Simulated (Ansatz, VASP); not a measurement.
# Te3WCl2 in VASP and in Ansatz

The input INCAR:

```
SYSTEM = Te3WCl2
  PREC = Accurate
  ENCUT = 520
  EDIFF = 1E-6
  ISMEAR = 0
  SIGMA = 0.1
  LREAL = .FALSE.
  LASPH = .TRUE.
  NELM = 150
  ALGO = Normal
  ISIF = 2
  LWAVE = .FALSE.
  LCHARG = .FALSE.
  ISPIN = 2
  MAGMOM = -0.06 -0.06 -0.06 3.34 0.07 0.07
  LORBIT = 11
  LMAXMIX = 4
  GGA = PE
  NBANDS = 36
```

KPOINTS

```
Automatic mesh
0
G
  3 3 3
  0 0 0
```

The input POSCAR:

```
Te3WCl2
1.0
    3.1894623300      1.8414369300      5.3016886300
   -3.1894623300      1.8414369300      5.3016886300
    0.0000000000     -3.6828738700      5.3016886300
Te W Cl
3 1 2
Direct
    0.0000000000      0.5000000000      0.5000000000
    0.5000000000      0.5000000000      0.0000000000
    0.5000000000      0.0000000000      0.5000000000
    0.5000000000      0.5000000000      0.5000000000
    0.1230388300      0.1230388300      0.1230388300
    0.8769611700      0.8769611700      0.8769611700
```

Input for Ansatz:

```yaml
crystal:
  lattice:
    - [3.18946233, 1.84143693, 5.30168863]
    - [-3.18946233, 1.84143693, 5.30168863]
    - [0.0, -3.68287387, 5.30168863]
  atoms:
    - { symbol: Te, position: [0.0, 0.5, 0.5] }
    - { symbol: Te, position: [0.5, 0.5, 0.0] }
    - { symbol: Te, position: [0.5, 0.0, 0.5] }
    - { symbol: W, position: [0.5, 0.5, 0.5] }
    - { symbol: Cl, position: [0.12303883, 0.12303883, 0.12303883] }
    - { symbol: Cl, position: [0.87696117, 0.87696117, 0.87696117] }
basis:
  ecutwfc: 420
kpoints:
  mp_grid: { grid: [3, 3, 3] }
hamiltonian:
  xc: pbe
scf:
  occupations: { method: gaussian, width: 0.1 }
  lower_state_search: "off"
output:
  forces: true
  stress: true
  eigenvalues: true
  populations: true
magnetization:
  spin_polarized: true
```

Change from the starting cell: species swapped into the Y2NiRu3 type (R-3m, No. 166).

Alike in both runs: task single point; functional PBE; k mesh 3 × 3 × 3; occupations gaussian, width 0.1 eV; collinear spin.

|  | VASP | Ansatz |
| --- | --- | --- |
| version | VASP 6.6.1 | Ansatz 0.2.0 |
| potentials or method | VASP PAW PBE potentials, release 64 (Te, W_sv, Cl), cutoff 520 eV | scalar-relativistic, plane waves, PAW |
| valence electrons in the cell | 46 | 76 |

Ansatz gave:

* gap on the k mesh at the Fermi level (eV): none
* pressure (GPa): -6.8
* traceless stress, the component that is largest in VASP (GPa): -1.71
* rms of the force components (eV/Å): 0.012
* net moment per atom (μB): 0.60
* size of the moment on the site where the two differ most (μB): 3.03

Q: Which values does VASP return?

A: gap on the k mesh at the Fermi level (eV): none; pressure (GPa): -6.9; traceless stress, the component that is largest in VASP (GPa): -1.69; rms of the force components (eV/Å): 0.012; net moment per atom (μB): 0.60; size of the moment on the site where the two differ most (μB): 2.82.

Site moments also hang on the region over which each program counts them. Atom by atom the forces differ by 0.000 eV/Å (rms over components). A gap of «none» marks a metal or a gap that the smearing closes. The functional is the same, so the differences come from potentials, cutoffs and numerics. VASP's potentials hold 46 valence electrons a cell and Ansatz's 76, so a difference there can come from the potentials and not from the codes. Ansatz's warnings: no starting moments.

The k mesh is coarse, so the values compare programs but aren't converged. Neither program's run includes spin-orbit coupling.
